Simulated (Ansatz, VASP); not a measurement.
## BiTe in VASP and in Ansatz

```
Bi Te
1.0
     0.00000    3.25300    3.25300
     3.25300    0.00000    3.25300
     3.25300    3.25300    0.00000
Bi Te
1 1
Direct
  0.50000 0.50000 0.50000
  0.00000 0.00000 0.00000
```

Alike in both runs: task single point; functional PBE; k mesh 10 × 10 × 10; occupations gaussian, width 0.05 eV; no spin polarisation.

|  | VASP | Ansatz |
| --- | --- | --- |
| version | VASP 6.6.1 | Ansatz 0.2.0 |
| potentials or method | VASP PAW PBE potentials, release 64 (Bi_d, Te), cutoff 500 eV | scalar-relativistic, plane waves, PAW |
| valence electrons in the cell | 21 | 31 |

Ansatz gave:

- gap on the k mesh at the Fermi level (eV): none
- pressure (GPa): 0.0

What did VASP give for the same quantities?

gap on the k mesh at the Fermi level (eV): none; pressure (GPa): -0.1.

A gap of «none» marks a metal or a gap that the smearing closes. VASP's potentials hold 21 valence electrons a cell and Ansatz's 31, so a difference there can come from the potentials and not from the codes.

Neither program's run includes spin-orbit coupling.
